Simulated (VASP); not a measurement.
# Pt3Pb (R-3m) in VASP: further runs

Runs on Pt3Pb. Level: LDA. Tasks: electric field gradients.

Everything below comes from runs of VASP 6.6.1. Logs are shortened: lines on timing, memory, paths and dates and some standing lists are left out, and cuts for length are marked.

## 1. The cell of the first run

The structure is trigonal, space group R-3m (No. 166). Conventional cell: a = 5.796 Å, b = 5.796 Å, c = 6.888 Å, α = 90.00°, β = 90.00°, γ = 120.00°. Within 3.7 Å of Pt (site symmetry 2/m) lie 8 Pt at 2.84 to 2.90 Å and 4 Pb at 2.84 to 2.90 Å. Pb (site symmetry -3m) has 12 Pt at 2.84 to 2.90 Å within 3.7 Å.

## 2. Electric field gradients, LDA (equal xy, yz and zx shear strains of -2 %)

INCAR

```
SYSTEM = Pt3Pb
ALGO = Normal ; EDIFF = 1E-8
ENCUT = 520 ; ISIF = 2
ISMEAR = -1 ; LASPH = .TRUE.
LCHARG = .FALSE. ; LEFG = .TRUE.
LREAL = .FALSE. ; LWAVE = .FALSE.
NBANDS = 30 ; NELM = 100
PREC = Accurate ; SIGMA = 0.03
```

KPOINTS

```
k-points
0
G
  9 9 9
  0 0 0
```

POSCAR

```
Pt3Pb
1.0
    4.0580000000     -0.0405800000     -0.0405800000
   -0.0405800000      4.0580000000     -0.0405800000
   -0.0405800000     -0.0405800000      4.0580000000
Pt Pb
3 1
Direct
    0.0000000000      0.5000000000      0.5000000000
    0.5000000000      0.0000000000      0.5000000000
    0.5000000000      0.5000000000      0.0000000000
    0.0000000000      0.0000000000      0.0000000000
```

Potentials or basis: VASP PAW LDA potentials, release 64 (Pt, Pb_d).

Started as:

```
cat potpaw_LDA.64/Pt/POTCAR potpaw_LDA.64/Pb_d/POTCAR > POTCAR
mpirun -np 1 vasp_std > vasp.out
```

OUTCAR:

```text
SYSTEM = Pt3Pb
   EDIFF = 1E-8
   ENCUT = 520
   ISIF = 2
   ISMEAR = -1
   LASPH = .TRUE.
   LREAL = .FALSE.
   NELM = 100
   PREC = Accurate

 ion  position               nearest neighbor table
   1  0.000  0.500  0.500-   2 2.84   3 2.84   4 2.84   4 2.84   3 2.84   2 2.84   4 2.90   3 2.90
                             2 2.90   3 2.90   4 2.90   2 2.90
   2  0.500  0.000  0.500-   1 2.84   3 2.84   4 2.84   3 2.84   4 2.84   1 2.84   3 2.90   3 2.90
                             1 2.90   4 2.90   4 2.90   1 2.90
   3  0.500  0.500  0.000-   1 2.84   2 2.84   4 2.84   2 2.84   1 2.84   4 2.84   4 2.90   1 2.90
                             1 2.90   4 2.90   2 2.90   2 2.90
   4  0.000  0.000  0.000-   1 2.84   2 2.84   3 2.84   1 2.84   2 2.84   3 2.84   3 2.90   1 2.90
                             2 2.90   3 2.90   2 2.90   1 2.90

  LATTYP: Found a trigonal (rhomboedric) cell.
 ALAT       =     4.0584057797
 COS(alpha) =    -0.0198960208

  Lattice vectors:

 A1 = (   4.0580000000,  -0.0405800000,  -0.0405800000)
 A2 = (  -0.0405800000,   4.0580000000,  -0.0405800000)
 A3 = (  -0.0405800000,  -0.0405800000,   4.0580000000)

Analysis of symmetry for initial positions (statically):
=====================================================================
 Subroutine PRICEL returns:
 Original cell was already a primitive cell.

 Routine SETGRP: Setting up the symmetry group for a
 trigonal (rhombohedral) supercell.

 Subroutine GETGRP returns: Found 12 space group operations
 (whereof 12 operations were pure point group operations)
 out of a pool of 12 trial point group operations.

The static configuration has the point symmetry D_3d.

Analysis of symmetry for dynamics (positions and initial velocities):
=====================================================================
 Subroutine PRICEL returns:
 Original cell was already a primitive cell.

 Routine SETGRP: Setting up the symmetry group for a
 trigonal (rhombohedral) supercell.

 Subroutine GETGRP returns: Found 12 space group operations
 (whereof 12 operations were pure point group operations)
 out of a pool of 12 trial point group operations.

The dynamic configuration has the point symmetry D_3d.

 Subroutine INISYM returns: Found 12 space group operations
 (whereof 12 operations are pure point group operations),
 and found     1 'primitive' translations

----------------------------------------------------------------------------------------

                                     Primitive cell

  volume of cell :      66.8044

  direct lattice vectors                    reciprocal lattice vectors
     4.058000000 -0.040580000 -0.040580000     0.246476604  0.002489663  0.002489663
    -0.040580000  4.058000000 -0.040580000     0.002489663  0.246476604  0.002489663
    -0.040580000 -0.040580000  4.058000000     0.002489663  0.002489663  0.246476604

  length of vectors
     4.058405780  4.058405780  4.058405780     0.246501751  0.246501751  0.246501751

  position of ions in fractional coordinates (direct lattice)
     1.000000000  0.500000000  0.500000000
     0.500000000  1.000000000  0.500000000
     0.500000000  0.500000000  1.000000000
     0.000000000  0.000000000  0.000000000

  ion indices of the primitive-cell ions
   primitive index   ion index
                 1           1
                 2           2
                 3           3
                 4           4

----------------------------------------------------------------------------------------

 KPOINTS: k-points

Automatic generation of k-mesh.
 Grid dimensions read from file:
 generate k-points for:    9    9    9

 Generating k-lattice:

  Cartesian coordinates                     Fractional coordinates (reciprocal lattice)
     0.027386289  0.000276629  0.000276629     0.111111111 -0.000000000  0.000000000
     0.000276629  0.027386289  0.000276629    -0.000000000  0.111111111  0.000000000
     0.000276629  0.000276629  0.027386289     0.000000000  0.000000000  0.111111111

  Length of vectors
     0.027389083  0.027389083  0.027389083

  Shift w.r.t. Gamma in fractional coordinates (k-lattice)
     0.000000000  0.000000000  0.000000000

 Subroutine IBZKPT returns following result:
 ===========================================

 Found     85 irreducible k-points:

 Following reciprocal coordinates:
            Coordinates               Weight
  0.000000  0.000000  0.000000      1.000000
  0.111111 -0.000000 -0.000000      6.000000
  0.222222  0.000000  0.000000      6.000000
  0.333333 -0.000000 -0.000000      6.000000
  0.444444  0.000000  0.000000      6.000000
  0.111111  0.111111 -0.000000      6.000000
[... 16 lines left out ...]
 -0.333333  0.333333  0.000000      6.000000
  0.444444  0.444444 -0.000000      6.000000
 [... further k-points ...]
   k-points           NKPTS =     85   k-points in BZ     NKDIM =     85   number of bands    NBANDS=     30
   number of dos      NEDOS =    301   number of ions     NIONS =      4
   total plane-waves  NPLWV =  27000
   dimension x,y,z NGX =    30 NGY =   30 NGZ =   30
   dimension x,y,z NGXF=    60 NGYF=   60 NGZF=   60
   ions per type =               3   1
   NGX,Y,Z   is equivalent  to a cutoff of  12.29, 12.29, 12.29 a.u.
   NGXF,Y,Z  is equivalent  to a cutoff of  24.58, 24.58, 24.58 a.u.
 SYSTEM =  Pt3Pb
   PREC   = accura    normal or accurate (medium, high low for compatibility)
   ISTART =      0    job   : 0-new  1-cont  2-samecut
   ICHARG =      2    charge: 1-file 2-atom 10-const
   ISPIN  =      1    spin polarized calculation?
   LNONCOLLINEAR =      F non collinear calculations
   LSORBIT =      F    spin-orbit coupling
   LASPH  =      T    aspherical Exc in radial PAW
   ENCUT  =  520.0 eV  38.22 Ry    6.18 a.u.   7.55  7.55  7.55*2*pi/ulx,y,z
   NELM   =    100;   NELMIN=  2; NELMDL= -5     # of ELM steps
   EDIFF  = 0.1E-07   stopping-criterion for ELM
   LREAL  =      F    real-space projection
   EDIFFG = 0.1E-06   stopping-criterion for IOM
   NSW    =      0    number of steps for IOM
   IBRION =     -1    ionic relax: 0-MD 1-quasi-New 2-CG
   NFREE  =      0    steps in history (QN), initial steepest desc. (CG)
   ISIF   =      2    stress and relaxation
   ISYM   =      2    0-nonsym 1-usesym 2-fastsym
   POTIM  = 0.5000    time-step for ionic-motion
   TEBEG  =    0.0;   TEEND  =   0.0 temperature during run
   PSTRESS=    0.0 pullay stress
   NELECT =      44.0000    total number of electrons
   NUPDOWN=      -1.0000    fix difference up-down
   EMIN   =  10.00;   EMAX   =-10.00  energy-range for DOS
   EFERMI =   0.00;   METHOD = LEGACY
   ISMEAR =    -1;   SIGMA  =   0.03  broadening in eV -4-tet -1-fermi 0-gaus
   EFERMI_NEDOS =   21; number of points for ismear=-14 and -15
   IALGO  =     38    algorithm
   IMIX   =      4    mixing-type and parameters
     AMIX     =   0.40;   BMIX     =  1.00
     AMIX_MAG =   1.60;   BMIX_MAG =  1.00
  volume/ion in A,a.u.               =      16.70       112.70
  Fermi-wavevector in a.u.,A,eV,Ry     =   1.424374  2.691677 27.604066  2.028842
  Thomas-Fermi vector in A             =   2.544872
   LORBIT       =      0    0 simple, 1 ext, 2 COOP (PROOUT), +10 PAW based schemes
   GGA     = CA    functional components
   LHFCALC =     F    Hartree Fock is set to
   AEXX    =    0.0000 exact exchange contribution
   IVDW    =     0    specifies the selected vdW correction
   LEPSILON=     F    determine dielectric tensor
   LRPA    =     F    only Hartree local field effects (RPA)
 non-spin polarized calculation
  energy-cutoff  :      520.00
  volume of cell :       66.80
 maximum number of plane-waves:      1815
 NGX is ok and might be reduce to    30
   NGX = 15   NGY = 15   NGZ = 15

 number of electron      43.9999992 magnetization

 Free energy of the ion-electron system (eV)
  ---------------------------------------------------
  ext. energy  EPLUGINS =         0.00000000
  ---------------------------------------------------
  free energy    TOTEN  =       -27.11503551 eV

  energy without entropy =      -27.11278911  energy(sigma->0) =      -27.11391231

 E-fermi :  11.1959     XC(G=0): -13.2174

 val. band max:       11.1845819305   @ k =   0.4444   0.4444   0.3333
 cond. band min:      11.2516898823   @ k =  -0.4444   0.4444   0.3333
 fundamental gap:      0.0671079519
 Fermi energy:        11.1958932044

 k-point     1 :       0.0000    0.0000    0.0000
  band No.  band energies     occupation
      1      -6.1371      2.00000
      2      -6.1371      2.00000
      3      -6.0794      2.00000
      4      -6.0794      2.00000
      5      -6.0785      2.00000
      6      -1.2576      2.00000
[... 22 lines left out ...]
     29      18.7981      0.00000
     30      19.3527      0.00000

 k-point     2 :       0.1111   -0.0000   -0.0000
  band No.  band energies     occupation
      1      -6.1312      2.00000
      2      -6.1237      2.00000
      3      -6.0774      2.00000
      4      -6.0745      2.00000
      5      -6.0738      2.00000
      6      -1.1285      2.00000
[... 22 lines left out ...]
     29      19.1161      0.00000
     30      19.6822      0.00000

 k-point     3 :       0.2222    0.0000    0.0000
  band No.  band energies     occupation
      1      -6.1163      2.00000
      2      -6.0927      2.00000
      3      -6.0709      2.00000
      4      -6.0620      2.00000
      5      -6.0607      2.00000
      6      -0.7529      2.00000
[... 22 lines left out ...]
     29      18.9400      0.00000
     30      19.8113      0.00000

 k-point     4 :       0.3333   -0.0000   -0.0000
  band No.  band energies     occupation
      1      -6.0994      2.00000
      2      -6.0763      2.00000
      3      -6.0509      2.00000
      4      -6.0475      2.00000
      5      -6.0393      2.00000
      6      -0.1844      2.00000
[... 616 lines left out ...]
     29      19.4438      0.00000
     30      21.1468      0.00000

 k-point    23 :      -0.3333    0.3333    0.0000
  band No.  band energies     occupation
      1      -6.1008      2.00000
      2      -6.0500      2.00000
      3      -6.0467      2.00000
      4      -6.0457      2.00000
      5      -5.9869      2.00000
      6       0.5918      2.00000
[... 22 lines left out ...]
     29      20.2737      0.00000
     30      20.4760      0.00000

 k-point    24 :       0.4444    0.4444   -0.0000
  band No.  band energies     occupation
      1      -6.1145      2.00000
      2      -6.0443      2.00000
      3      -6.0392      2.00000
      4      -6.0367      2.00000
      5      -5.9458      2.00000
      6       1.2309      2.00000
[... 22 lines left out ...]
     29      19.9795      0.00000
     30      20.0958      0.00000

 [... further k-points ...]

------------------------ aborting loop because EDIFF is reached ----------------------------------------

  FORCE on cell =-STRESS in cart. coord.  units (eV):
  Direction    XX          YY          ZZ          XY          YZ          ZX
  --------------------------------------------------------------------------------------
  -------------------------------------------------------------------------------------
  Total       -0.8313890     -0.8313890     -0.8313890      0.4969044      0.4969044      0.4969044
  in kB      -19.9392989    -19.9392989    -19.9392989     11.9173164     11.9173164     11.9173164
  external PRESSURE =     -19.9392989 kB  Pullay stress =       0.0000000 kB

 VOLUME and BASIS-vectors are now :
 -----------------------------------------------------------------------------
  energy-cutoff  :      520.00
  volume of cell :       66.80
      direct lattice vectors                 reciprocal lattice vectors
     4.058000000 -0.040580000 -0.040580000     0.246476604  0.002489663  0.002489663
    -0.040580000  4.058000000 -0.040580000     0.002489663  0.246476604  0.002489663
    -0.040580000 -0.040580000  4.058000000     0.002489663  0.002489663  0.246476604

 POSITION                                       TOTAL-FORCE (eV/Angst)
 -----------------------------------------------------------------------------------
     -0.04058      2.00871      2.00871         0.000000     -0.000000     -0.000000
      2.00871     -0.04058      2.00871         0.000000     -0.000000      0.000000
      2.00871      2.00871     -0.04058        -0.000000      0.000000     -0.000000
      0.00000      0.00000      0.00000        -0.000000      0.000000     -0.000000
 -----------------------------------------------------------------------------------
    total drift:                                0.000000      0.000000     -0.000000

  FREE ENERGIE OF THE ION-ELECTRON SYSTEM (eV)
  ---------------------------------------------------
  free  energy   TOTEN  =       -27.1150355114 eV

  energy  without entropy=      -27.1127891120  energy(sigma->0) =      -27.11391231

 Electric field gradients (V/A^2)
---------------------------------------------------------------------
 ion       V_xx      V_yy      V_zz      V_xy      V_xz      V_yz
---------------------------------------------------------------------
   1    -145.989    72.995    72.995   -23.936   -23.936    -8.895
   2      72.995  -145.989    72.995   -23.936    -8.895   -23.936
   3      72.995    72.995  -145.989    -8.895   -23.936   -23.936
   4       0.000     0.000    -0.000   -33.819   -33.819   -33.819
---------------------------------------------------------------------

 Electric field gradients after diagonalization (V/A^2)
 (convention: |V_zz| > |V_xx| > |V_yy|)
----------------------------------------------------------------------
 ion       V_xx      V_yy      V_zz     asymmetry (V_yy - V_xx)/ V_zz
----------------------------------------------------------------------
   1      81.889    69.419  -151.309       0.082
   2      81.889    69.419  -151.309       0.082
   3      81.889    69.419  -151.309       0.082
   4      33.819    33.819   -67.638       0.000
----------------------------------------------------------------------

           NMR quadrupolar parameters

 Cq : quadrupolar parameter    Cq=e*Q*V_zz/h
 eta: asymmetry parameters     (V_yy - V_xx)/ V_zz
 Q  : nuclear electric quadrupole moment in mb (millibarn)
----------------------------------------------------------------------
 ion       Cq(MHz)       eta       Q (mb)
----------------------------------------------------------------------
   1      -0.366       0.082       1.000
   2      -0.366       0.082       1.000
   3      -0.366       0.082       1.000
   4      -0.164       0.000       1.000
----------------------------------------------------------------------
```

Wall time 50 s (1 thread of AMD EPYC 9R45 (Zen 5), shared host); peak memory 0.23 GiB.

What came out:

```
Free energy                             : -27.1150 eV
Pressure                                : -2.0 GPa
Band gap on the k mesh                  : zero (bands 22 and 23 overlap by 0.35 eV)
Largest electric field gradient by atom : Pt -151.3; Pb -67.6 V/Å²
```

Levels at points of the mesh, in eV from the Fermi level:
```tsv
k point	band 20	band 21	band 22	band 23	band 24	band 25
(0.00, 0.00, 0.00)	-0.98	-0.43	0.08	0.08	0.13	1.58
```

Electric field gradients, principal values (V/Å²):
```csv
atom,least,middle,greatest (by size)
1 Pt,69.419,81.889,-151.309
2 Pt,69.419,81.889,-151.309
3 Pt,69.419,81.889,-151.309
4 Pb,33.819,33.819,-67.638
```

Caveat: the cell differs from its parent crystal (equal xy, yz and zx shear strains of -2 %); without QUAD_EFG the Cq values of the log hold for a quadrupole moment of 1 mb, not for the nuclei; spin-orbit coupling is left out, which moves the levels of the heavy elements.

(Part 1 of 3 ends here.)

The gap in the log of VASP goes by the Fermi energy; the results here count the filled bands.